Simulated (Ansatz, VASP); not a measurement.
# One calculation of C, two programs

```xyz
2
Lattice="2.5660 0.0000 0.0000 -1.2830 2.2222 0.0000 0.0000 0.0000 26.0024" Properties=species:S:1:pos:R:3 pbc="T T T"
C     1.2830    0.7407   13.2157
C     0.0000    1.4815   12.7867
```

Alike in both runs: task single point; functional PBE; dispersion D3(BJ); k mesh 21 × 21 × 1; occupations gaussian, width 0.1 eV; no spin polarisation.

|  | VASP | Ansatz |
| --- | --- | --- |
| version | VASP 6.6.1 | Ansatz 0.2.0 |
| potentials or method | VASP PAW PBE potentials, release 64 (C), cutoff 520 eV | scalar-relativistic, plane waves, PAW |
| valence electrons in the cell | 8 | 8 |

Ansatz gave:

* gap on the k mesh at the Fermi level (eV): none
* rms of the force components (eV/Å): 4.072
* work function, face that differs most (eV): 5.01

Task: Which values does VASP return?

Result: gap on the k mesh at the Fermi level (eV): none; rms of the force components (eV/Å): 4.059; work function, face that differs most (eV): 5.00.

Atom by atom the forces differ by 0.013 eV/Å (rms over components). A gap of «none» marks a metal or a gap that the smearing closes.
